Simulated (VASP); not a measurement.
Input of a VASP 6.6.1 run:

INCAR

```
  PREC = Accurate
  ENCUT = 520
  EDIFF = 1E-6
  ISMEAR = 0
  SIGMA = 0.15
  LREAL = False
  LASPH = True
  NELM = 100
  ALGO = Normal
  ISIF = 2
  LWAVE = False
  LCHARG = False
  GGA = PE
  NBANDS = 8
```

The input KPOINTS:

```
regular mesh
0
Gamma
  18 18 18
```

Contents of POSCAR:

```
As
1.0
    2.9740499188      0.0000000000      0.0000000000
    0.0000000000      2.9740499188      0.0000000000
    0.0000000000      0.0000000000      2.7036817444
As
1
Direct
    0.5000000000      0.5000000000      0.5000000000
```

Potentials or basis: VASP PAW PBE potentials, release 64 (As).

Run with:

```console
$ cat potpaw_PBE.64/As/POTCAR > POTCAR
$ mpirun -np 1 vasp_std > vasp.out
```

Q: Estimate the pressure.

A: -7.8 GPa.

Stress tensor (GPa, compression positive):
```
-11.09   0.00   0.00
  0.00 -11.09   0.00
  0.00   0.00  -1.11
```
